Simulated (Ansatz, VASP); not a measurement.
# Two plane-wave programs on Pt

File INCAR:

```
SYSTEM = Pt
PREC = Accurate
ENCUT = 520
EDIFF = 1E-6
ISMEAR = -1
SIGMA = 0.1
LREAL = .False.
LASPH = .True.
NELM = 60
ALGO = Normal
ISIF = 2
LWAVE = .False.
LCHARG = .False.
GGA = B5
ALDAX = 1.0
AGGAX = 1.0
AGGAC = 1.0
ALDAC = 0.0
NBANDS = 17
```

The input KPOINTS:

```
regular mesh
0
Gamma
  10 10 10
  0 0 0
```

POSCAR

```
Pt
1.0
    0.0000000000      2.9061929047      2.9061929047
    2.9061929047      0.0000000000      2.9061929047
    2.9061929047      2.9061929047      0.0000000000
Pt
2
Direct
    0.1250000000      0.1250000000      0.1250000000
    0.8750000000      0.8750000000      0.8750000000
```

Input for Ansatz:

```yaml
crystal:
  lattice:
    - [0.0, 2.9061929047, 2.9061929047]
    - [2.9061929047, 0.0, 2.9061929047]
    - [2.9061929047, 2.9061929047, 0.0]
  atoms:
    - { symbol: Pt, position: [0.125, 0.125, 0.125] }
    - { symbol: Pt, position: [0.875, 0.875, 0.875] }
hamiltonian:
  xc: blyp
  pseudopotentials:
    kind: paw
    azcp:
      Pt: "pseudopotentials/Pt.paw.azcp"
basis:
  ecutwfc: 420
  fft_grid_basis: typed
kpoints:
  mp_grid: { grid: [10, 10, 10], shift: [0, 0, 0] }
magnetization:
  spin_polarized: false
scf:
  occupations: { method: fermi_dirac, width: 0.1 }
  lower_state_search: "off"
output:
  stress: true
```

Alike in both runs: task single point; functional BLYP; k mesh 10 × 10 × 10; occupations fermi-dirac, width 0.1 eV; no spin polarisation.

```csv
,VASP,Ansatz
version,VASP 6.6.1,Ansatz 0.2.0
potentials or method,"VASP PAW PBE potentials, release 64 (Pt), cutoff 520 eV","plane waves (420 eV) with PAW, scalar-relativistic"
valence electrons in the cell,20,36
```

Ansatz gave:

- pressure (GPa): 4.3

**Question.** Estimate VASP's values.

**Answer.** Pressure (GPa): 4.8.

VASP's potentials were made for PBE, not for BLYP. VASP's potentials hold 20 valence electrons a cell and Ansatz's 36, so a difference there can come from the potentials and not from the codes.

Neither program's run includes spin-orbit coupling.
